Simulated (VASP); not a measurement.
A run of VASP 6.6.1:

INCAR

```
SYSTEM = SbAsSe4
PREC = Accurate ; ENCUT = 520
EDIFF = 1E-7 ; ISMEAR = -1
SIGMA = 0.03 ; LREAL = .False.
LASPH = .True. ; NELM = 80
ALGO = Normal ; ISIF = 2
LWAVE = .False. ; LCHARG = .False.
GGA = PS ; NBANDS = 26
```

KPOINTS

```
Automatic mesh
0
Gamma
  4 4 4
  0 0 0
```

The input POSCAR:

```
SbAsSe4
1.0
    4.6326915142      0.0000000000      0.0000000000
    0.0000000000      4.6326915142      0.0000000000
    0.0000000000      0.0000000000      8.5109636958
Sb As Se
1 1 4
Direct
    0.0000000000      0.0000000000      0.0000000000
    0.5000000000      0.5000000000      0.5000000000
    0.5000000000      0.5000000000      0.8605427087
    0.5000000000      0.5000000000      0.1394572913
    0.5000000000      0.0000000000      0.5000000000
    0.0000000000      0.5000000000      0.5000000000
```

Potentials or basis: VASP PAW PBE potentials, release 64 (Sb, As, Se).

The run is started by

```bash
$ cat potpaw_PBE.64/Sb/POTCAR potpaw_PBE.64/As/POTCAR potpaw_PBE.64/Se/POTCAR > POTCAR
$ mpirun -np 1 vasp_std > vasp.out
```

Hardware: 1 thread of Intel(R) Xeon(R) 6975P-C (Granite Rapids) (shared host).

Q: How long does it take, and how much memory?

A: Wall time 42 s on 1 thread of Intel(R) Xeon(R) 6975P-C (Granite Rapids), with other jobs on the host, peak memory 0.3 GiB. Counts: scf iterations 15, k points 18.
